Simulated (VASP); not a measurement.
# Si8O16F (a cell with a defect) in VASP: single point with PBE+D3(BJ)

Aim: the single point of Si8O16F (a cell with a defect) with PBE+D3(BJ).

Everything below comes from runs of VASP 6.6.1. Logs are shortened: lines on timing, memory, paths and dates and some standing lists are left out, and cuts for length are marked.

**1. The cell of the first run**

The cell holds a defect, 25 atoms: a = 5.869 Å, b = 5.869 Å, c = 5.315 Å, α = 90.00°, β = 90.00°, γ = 90.00°.

**2. Single point, PBE+D3(BJ)**

Contents of INCAR:

```
SYSTEM = Si8O16F
PREC = Accurate
ENCUT = 520
EDIFF = 1E-7
ISMEAR = 0
SIGMA = 0.02
LREAL = Auto
LASPH = .True.
NELM = 60
ALGO = Normal
ISIF = 2
LWAVE = .False.
LCHARG = .False.
GGA = PE
IVDW = 12
NBANDS = 86
NELECT = 136.0
```

Contents of KPOINTS:

```
Automatic mesh
0
Gamma
  2 2 3
  0 0 0
```

Contents of POSCAR:

```
Si8O16F
1.0
   -4.1501000000     -4.1501000000      0.0000000000
    4.1501000000     -4.1501000000      0.0000000000
    0.0000000000      0.0000000000      5.3150000000
Si O F
8 16 1
Direct
    0.4853928821      0.4970463362     -0.0005145814
   -0.0227175249      0.4983077516      0.2503444967
    0.4853993880      0.4970475410      0.5011922860
   -0.0134894340      0.5087466567      0.7503416745
    0.0163476784     -0.0044756753      0.0023655691
    0.4998875931     -0.0019241705      0.2503409219
    0.0163438230     -0.0044761572      0.4983040452
    0.5131151057     -0.0121197080      0.7503407338
    0.1781193224      0.4972436809     -0.0025441204
    0.0841671285      0.1595414568      0.2503288805
    0.7889720730      0.5436365389     -0.0207486359
    0.0066730922      0.7942047180      0.2503364064
    0.1781206477      0.4972411508      0.5032231421
   -0.0055375774      0.1976715019      0.7503330198
    0.7889712296      0.5436689477      0.5214498589
    0.0148612082      0.8123892195      0.7503407338
    0.7026876461     -0.0124278933      0.0017364064
    0.4867745356      0.6904132431      0.2503384760
    0.3196030216     -0.0137467772     -0.0107042333
    0.4462743066      0.3033061854      0.2503341486
    0.7026841522     -0.0124583745      0.4989482596
    0.4757708248      0.6870989856      0.7503428034
    0.3195989253     -0.0137424399      0.5113825024
    0.4997826558      0.2980945037      0.7503354657
    0.7845461555      0.2927681261      0.2503913452
```

Potentials or basis: VASP PAW PBE potentials, release 64 (Si, O, F).

Started as:

```sh
cat potpaw_PBE.64/Si/POTCAR potpaw_PBE.64/O/POTCAR potpaw_PBE.64/F/POTCAR > POTCAR
mpirun -np 1 vasp_std > vasp.out
```

OUTCAR:

```text
SYSTEM = Si8O16F
   PREC = Accurate
   ENCUT = 520
   EDIFF = 1E-7
   ISMEAR = 0
   LREAL = Auto
   LASPH = .True.
   NELM = 60
   ISIF = 2
   GGA = PE
   IVDW = 12
   NELECT = 136.0
 IVDW          = 12

 ion  position               nearest neighbor table
   1  0.485  0.497  0.999-  22 1.73  18 1.75  20 1.77  24 1.77   9 1.80  11 1.81  25 2.51   3 2.65
                             3 2.67
   2  0.977  0.498  0.250-  25 1.65  12 1.75  13 1.79   9 1.79  11 1.84  15 1.84  10 2.08   4 2.66
                             4 2.66
   3  0.485  0.497  0.501-  22 1.73  18 1.75  20 1.77  24 1.77  13 1.80  15 1.81  25 2.51   1 2.65
                             1 2.67
   4  0.987  0.509  0.750-  15 1.69  11 1.69   9 1.73  13 1.73  16 1.79  14 1.83   2 2.66   2 2.66

   5  0.016  0.996  0.002-  10 1.68  16 1.72  12 1.77  19 1.78  14 1.79  17 1.84   7 2.64   7 2.68
                             6 3.13
   6  0.500  0.998  0.250-  23 1.75  19 1.75  17 1.78  21 1.78  18 1.81  20 1.82  25 2.40   8 2.66
                             8 2.66   7 3.13   5 3.13
   7  0.016  0.996  0.498-  10 1.68  16 1.72  12 1.77  23 1.78  14 1.79  21 1.84   5 2.64   5 2.68
                             6 3.13
   8  0.513  0.988  0.750-  19 1.70  23 1.70  21 1.74  17 1.74  22 1.78  24 1.82   6 2.66   6 2.66

   9  0.178  0.497  0.997-   4 1.73   2 1.79   1 1.80
  10  0.084  0.160  0.250-   5 1.68   7 1.68  25 1.92   2 2.08
  11  0.789  0.544  0.979-   4 1.69   1 1.81   2 1.84
  12  0.007  0.794  0.250-   2 1.75   7 1.77   5 1.77
  13  0.178  0.497  0.503-   4 1.73   2 1.79   3 1.80
  14  0.994  0.198  0.750-   7 1.79   5 1.79   4 1.83
  15  0.789  0.544  0.521-   4 1.69   3 1.81   2 1.84
  16  0.015  0.812  0.750-   5 1.72   7 1.72   4 1.79
  17  0.703  0.988  0.002-   8 1.74   6 1.78   5 1.84
  18  0.487  0.690  0.250-   3 1.75   1 1.75   6 1.81
  19  0.320  0.986  0.989-   8 1.70   6 1.75   5 1.78
  20  0.446  0.303  0.250-   1 1.77   3 1.77   6 1.82
  21  0.703  0.988  0.499-   8 1.74   6 1.78   7 1.84
  22  0.476  0.687  0.750-   1 1.73   3 1.73   8 1.78
  23  0.320  0.986  0.511-   8 1.70   6 1.75   7 1.78
  24  0.500  0.298  0.750-   3 1.77   1 1.77   8 1.82
  25  0.785  0.293  0.250-   2 1.65  10 1.92   6 2.40   3 2.51   1 2.51

  LATTYP: Found a simple tetragonal cell.
 ALAT       =     5.8691277052
 C/A-ratio  =     0.9055860201

  Lattice vectors:

 A1 = (  -4.1501000000,  -4.1501000000,   0.0000000000)
 A2 = (   4.1501000000,  -4.1501000000,   0.0000000000)
 A3 = (   0.0000000000,   0.0000000000,   5.3150000000)

Analysis of symmetry for initial positions (statically):
=====================================================================
 Subroutine PRICEL returns:
 Original cell was already a primitive cell.

 Routine SETGRP: Setting up the symmetry group for a
 simple tetragonal supercell.

 Subroutine GETGRP returns: Found  1 space group operations
 (whereof  1 operations were pure point group operations)
 out of a pool of 16 trial point group operations.

The static configuration has the point symmetry C_1 .

Analysis of symmetry for dynamics (positions and initial velocities):
=====================================================================
 Subroutine PRICEL returns:
 Original cell was already a primitive cell.

 Routine SETGRP: Setting up the symmetry group for a
 simple tetragonal supercell.

 Subroutine GETGRP returns: Found  1 space group operations
 (whereof  1 operations were pure point group operations)
 out of a pool of 16 trial point group operations.

The dynamic configuration has the point symmetry C_1 .

 Subroutine INISYM returns: Found  1 space group operations
 (whereof  1 operations are pure point group operations),
 and found     1 'primitive' translations

----------------------------------------------------------------------------------------

                                     Primitive cell

  volume of cell :     183.0840

  direct lattice vectors                    reciprocal lattice vectors
    -4.150100000 -4.150100000  0.000000000    -0.120479025 -0.120479025  0.000000000
     4.150100000 -4.150100000  0.000000000     0.120479025 -0.120479025  0.000000000
     0.000000000  0.000000000  5.315000000     0.000000000  0.000000000  0.188146754

  length of vectors
     5.869127705  5.869127705  5.315000000     0.170383071  0.170383071  0.188146754

  position of ions in fractional coordinates (direct lattice)
     0.485392882  0.497046336  0.999485419
     0.977282475  0.498307752  0.250344497
     0.485399388  0.497047541  0.501192286
     0.986510566  0.508746657  0.750341674
     0.016347678  0.995524325  0.002365569
     0.499887593  0.998075830  0.250340922
[... 17 lines left out ...]
     0.499782656  0.298094504  0.750335466
     0.784546156  0.292768126  0.250391345

  ion indices of the primitive-cell ions
   primitive index   ion index
                 1           1
                 2           2
                 3           3
                 4           4
                 5           5
                 6           6
[... 17 lines left out ...]
                24          24
                25          25

----------------------------------------------------------------------------------------

 KPOINTS: Automatic mesh

Automatic generation of k-mesh.
 Grid dimensions read from file:
 generate k-points for:    2    2    3

 Generating k-lattice:

  Cartesian coordinates                     Fractional coordinates (reciprocal lattice)
    -0.060239512 -0.060239512  0.000000000     0.500000000  0.000000000  0.000000000
     0.060239512 -0.060239512  0.000000000     0.000000000  0.500000000  0.000000000
     0.000000000  0.000000000  0.062715585     0.000000000  0.000000000  0.333333333

  Length of vectors
     0.085191535  0.085191535  0.062715585

  Shift w.r.t. Gamma in fractional coordinates (k-lattice)
     0.000000000  0.000000000  0.000000000

 Subroutine IBZKPT returns following result:
 ===========================================

 Found      8 irreducible k-points:

 Following reciprocal coordinates:
            Coordinates               Weight
  0.000000  0.000000  0.000000      1.000000
  0.500000  0.000000  0.000000      1.000000
  0.000000  0.500000  0.000000      1.000000
  0.500000  0.500000  0.000000      1.000000
  0.000000  0.000000  0.333333      2.000000
  0.500000  0.000000  0.333333      2.000000
  0.000000  0.500000  0.333333      2.000000
  0.500000  0.500000  0.333333      2.000000
   k-points           NKPTS =      8   k-points in BZ     NKDIM =      8   number of bands    NBANDS=     86
   number of dos      NEDOS =    301   number of ions     NIONS =     25
   total plane-waves  NPLWV =  92160
   dimension x,y,z NGX =    48 NGY =   48 NGZ =   40
   dimension x,y,z NGXF=    96 NGYF=   96 NGZF=   80
   ions per type =               8  16   1
   NGX,Y,Z   is equivalent  to a cutoff of  13.60, 13.60, 12.51 a.u.
   NGXF,Y,Z  is equivalent  to a cutoff of  27.19, 27.19, 25.02 a.u.
 SYSTEM =  Si8O16F
   PREC   = accura    normal or accurate (medium, high low for compatibility)
   ISTART =      0    job   : 0-new  1-cont  2-samecut
   ICHARG =      2    charge: 1-file 2-atom 10-const
   ISPIN  =      1    spin polarized calculation?
   LNONCOLLINEAR =      F non collinear calculations
   LSORBIT =      F    spin-orbit coupling
   LASPH  =      T    aspherical Exc in radial PAW
   ENCUT  =  520.0 eV  38.22 Ry    6.18 a.u.  10.91 10.91  9.88*2*pi/ulx,y,z
   NELM   =     60;   NELMIN=  2; NELMDL= -5     # of ELM steps
   EDIFF  = 0.1E-06   stopping-criterion for ELM
   LREAL  =      T    real-space projection
   EDIFFG = 0.1E-05   stopping-criterion for IOM
   NSW    =      0    number of steps for IOM
   IBRION =     -1    ionic relax: 0-MD 1-quasi-New 2-CG
   NFREE  =      0    steps in history (QN), initial steepest desc. (CG)
   ISIF   =      2    stress and relaxation
   ISYM   =      2    0-nonsym 1-usesym 2-fastsym
   POTIM  = 0.5000    time-step for ionic-motion
   TEBEG  =    0.0;   TEEND  =   0.0 temperature during run
   PSTRESS=    0.0 pullay stress
   NELECT =     136.0000    total number of electrons
   NUPDOWN=      -1.0000    fix difference up-down
   EMIN   =  10.00;   EMAX   =-10.00  energy-range for DOS
   EFERMI =   0.00;   METHOD = LEGACY
   ISMEAR =     0;   SIGMA  =   0.02  broadening in eV -4-tet -1-fermi 0-gaus
   EFERMI_NEDOS =   21; number of points for ismear=-14 and -15
   IALGO  =     38    algorithm
   IMIX   =      4    mixing-type and parameters
     AMIX     =   0.40;   BMIX     =  1.00
     AMIX_MAG =   1.60;   BMIX_MAG =  1.00
  volume/ion in A,a.u.               =       7.32        49.42
  Fermi-wavevector in a.u.,A,eV,Ry     =   1.482647  2.801796 29.908887  2.198241
  Thomas-Fermi vector in A             =   2.596407
   LORBIT       =      0    0 simple, 1 ext, 2 COOP (PROOUT), +10 PAW based schemes
   GGA     = PE    functional components
   LHFCALC =     F    Hartree Fock is set to
   AEXX    =    0.0000 exact exchange contribution
   IVDW    =    12    specifies the selected vdW correction
   LEPSILON=     F    determine dielectric tensor
   LRPA    =     F    only Hartree local field effects (RPA)
 non-spin polarized calculation
 Gauss-broadening in eV      SIGMA  =   0.02
  energy-cutoff  :      520.00
  volume of cell :      183.08
 maximum number of plane-waves:      4948
 NGX is ok and might be reduce to    48
   NGX = 21   NGY = 21   NGZ = 19

 number of electron     135.9999970 magnetization

 Free energy of the ion-electron system (eV)
  ---------------------------------------------------
  ext. energy  EPLUGINS =         0.00000000
  ---------------------------------------------------
  free energy    TOTEN  =      -170.11346217 eV

  energy without entropy =     -170.11346217  energy(sigma->0) =     -170.11346217

 E-fermi :  10.0746     XC(G=0): -12.6432

 val. band max:        9.9848252681   @ k =   0.0000   0.0000   0.3333
 cond. band min:      14.6145735806   @ k =   0.0000   0.0000   0.0000
 fundamental gap:      4.6297483125
 Fermi energy:        10.0745846503

 k-point     1 :       0.0000    0.0000    0.0000
  band No.  band energies     occupation
      1     -15.1941      2.00000
      2     -13.5715      2.00000
      3     -12.1872      2.00000
      4     -12.1334      2.00000
      5     -11.2946      2.00000
      6     -11.2694      2.00000
[... 72 lines left out ...]
     79      18.6081      0.00000
[... 580 lines left out ...]
     79      18.9211      0.00000
     80      19.0882      0.00000
 [bands above 80 left out]

------------------------ aborting loop because EDIFF is reached ----------------------------------------

 Edisp (eV)   -6.11290

 E8    (eV) :    -2.0858

  FORCE on cell =-STRESS in cart. coord.  units (eV):
  Direction    XX          YY          ZZ          XY          YZ          ZX
  --------------------------------------------------------------------------------------
  -------------------------------------------------------------------------------------
  Total      54.75277    43.50545    42.17358    -0.58444    -0.00065     0.00293
  in kB     479.14428   380.71842   369.06317    -5.11446    -0.00570     0.02566
  external pressure =      409.64 kB  Pullay stress =        0.00 kB

 VOLUME and BASIS-vectors are now :
 -----------------------------------------------------------------------------
  energy-cutoff  :      520.00
  volume of cell :      183.08
      direct lattice vectors                 reciprocal lattice vectors
    -4.150100000 -4.150100000  0.000000000    -0.120479025 -0.120479025  0.000000000
     4.150100000 -4.150100000  0.000000000     0.120479025 -0.120479025  0.000000000
     0.000000000  0.000000000  5.315000000     0.000000000  0.000000000  0.188146754

 POSITION                                       TOTAL-FORCE (eV/Angst)
 -----------------------------------------------------------------------------------
      0.04836     -4.07722      5.31226         0.013595      0.009361      0.009190
     -1.98779     -6.12385      1.33058         0.005749     -0.156487      0.000477
      0.04834     -4.07725      2.66384         0.013123      0.009791     -0.009078
     -1.98277     -6.20547      3.98807        -0.005231     -0.000612     -0.000289
      4.06368     -4.19937      0.01257        -0.023071      0.023399     -0.040446
      2.06753     -6.21670      1.33056         0.011160     -0.005389      0.000623
[... 17 lines left out ...]
     -0.83703     -3.31127      3.98803         0.001822      0.028493     -0.000847
     -2.04093     -4.47096      1.33083        -0.023307      0.122738      0.001614
 -----------------------------------------------------------------------------------
    total drift:                                0.010887     -0.013254     -0.005147

  FREE ENERGIE OF THE ION-ELECTRON SYSTEM (eV)
  ---------------------------------------------------
  free  energy   TOTEN  =      -176.2263587286 eV

  energy  without entropy=     -176.2263587286  energy(sigma->0) =     -176.22635873
```

Run time: 7.2 min. Hardware: 1 thread of Oxide Virtual Turin-like, shared host; peak memory 0.29 GiB.

What came out:

```
Free energy                : -176.2264 eV
Largest force              : 0.157 eV/Å
Dispersion energy per atom : -0.245 eV
```

Forces in eV/Å, atoms in the order of the input:
```
Si   0.014  0.009  0.009
Si   0.006 -0.156  0.000
Si   0.013  0.010 -0.009
Si  -0.005 -0.001  0.000
Si  -0.023  0.023 -0.040
Si   0.011 -0.005  0.001
Si  -0.023  0.023  0.040
Si  -0.013 -0.014  0.000
O   -0.010  0.000  0.012
O    0.031 -0.044  0.000
O    0.016  0.032  0.016
O   -0.001  0.011  0.000
O   -0.010 -0.001 -0.011
O   -0.007 -0.021  0.000
O    0.017  0.033 -0.016
O   -0.005  0.026 -0.001
O    0.001 -0.037  0.001
O    0.013 -0.012  0.000
O    0.001  0.019  0.000
O   -0.017 -0.003 -0.001
O    0.002 -0.037 -0.002
O    0.010 -0.023  0.002
O    0.001  0.017 -0.001
O    0.002  0.028 -0.001
F   -0.023  0.123  0.002
```

Levels at points of the mesh, in eV from the Fermi level:
| k point | band 64 | band 65 | band 66 | band 67 | band 68 | band 69 | band 70 | band 71 | band 72 | band 73 |
| --- | --- | --- | --- | --- | --- | --- | --- | --- | --- | --- |
| (0.00, 0.00, 0.00) | -2.10 | -1.88 | -1.87 | -1.35 | -0.16 | 4.54 | 5.24 | 5.96 | 6.08 | 6.22 |
| (0.50, 0.00, 0.00) | -2.15 | -1.99 | -1.80 | -1.76 | -0.78 | 5.41 | 5.93 | 6.13 | 6.32 | 6.70 |
| (0.00, 0.50, 0.00) | -2.55 | -2.05 | -1.68 | -1.46 | -0.14 | 5.40 | 5.61 | 6.09 | 6.58 | 6.73 |
| (0.50, 0.50, 0.00) | -2.26 | -2.02 | -1.66 | -1.51 | -0.80 | 6.06 | 6.24 | 6.48 | 6.69 | 7.12 |

Caveat: the k points lie up to 0.54 Å⁻¹ apart; the cell carries a net charge on a neutralising background, which shifts energy and pressure; the cell is charged against a uniform background, so pressure and absolute levels hang on convention.
